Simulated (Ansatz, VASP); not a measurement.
# Two plane-wave programs on WS2

Contents of INCAR:

```
PREC = Accurate
ENCUT = 520
EDIFF = 1E-7
ISMEAR = 0
SIGMA = 0.01
LREAL = False
LASPH = True
NELM = 100
ALGO = Normal
ISIF = 2
LWAVE = False
LCHARG = False
LDIPOL = True
IDIPOL = 3
DIPOL = 0.5 0.5 0.500
GGA = PS
IBRION = 2
NSW = 80
EDIFFG = -0.003
```

Contents of KPOINTS:

```
Automatic mesh
0
Gamma
  12 12 1
```

Contents of POSCAR:

```
WS2
1.0
    3.1530000000      0.0000000000      0.0000000000
   -1.5765000000      2.7305780981      0.0000000000
    0.0000000000      0.0000000000     20.0000000000
W S
1 2
Direct
    0.3333333333      0.6666666667      0.5000000000
    0.6666666667      0.3333333333      0.5783500000
    0.6666666667      0.3333333333      0.4216500000
```

Input for Ansatz:

```yaml
crystal:
  lattice:
    - [3.153, 0.0, 0.0]
    - [-1.5765, 2.7305780981, 0.0]
    - [0.0, 0.0, 20.0]
  atoms:
    - { symbol: W, position: [0.3333333333, 0.6666666667, 0.5] }
    - { symbol: S, position: [0.6666666667, 0.3333333333, 0.57835] }
    - { symbol: S, position: [0.6666666667, 0.3333333333, 0.42165] }
  periodic: [true, true, false]
scf:
  occupations: { method: fixed }
output:
  forces: true
  stress: false
  eigenvalues: true
  write_density: true
  write_potential: true
  elf: true
  volumetric_format: npy
kpoints:
  mp_grid: { grid: [12, 12, 1] }
relax:
  f_tol: 0.003
  max_steps: 60
hamiltonian:
  xc: pbesol
```

Alike in both runs: task relaxation of the atoms; functional PBEsol; k mesh 12 × 12 × 1; no spin polarisation.

|  | VASP | Ansatz |
| --- | --- | --- |
| version | VASP 6.6.1 | Ansatz 0.2.0 |
| potentials or method | VASP PAW PBE potentials, release 64 (W_sv, S) | scalar-relativistic, plane waves, PAW |
| plane-wave cutoff (eV) | 520 | 420 |
| occupations | gaussian, width 0.01 eV | fixed |
| valence electrons in the cell | 26 | 26 |

|  | VASP | Ansatz | Ansatz less VASP |
| --- | --- | --- | --- |
| gap on the k mesh at the Fermi level, each at its own relaxed structure (eV) | 1.91 | 1.90 | -0.008 |

VASP's potentials were made for PBE, not for PBEsol. Ansatz's warnings: slab cell height set.

Spin-orbit coupling is off throughout.
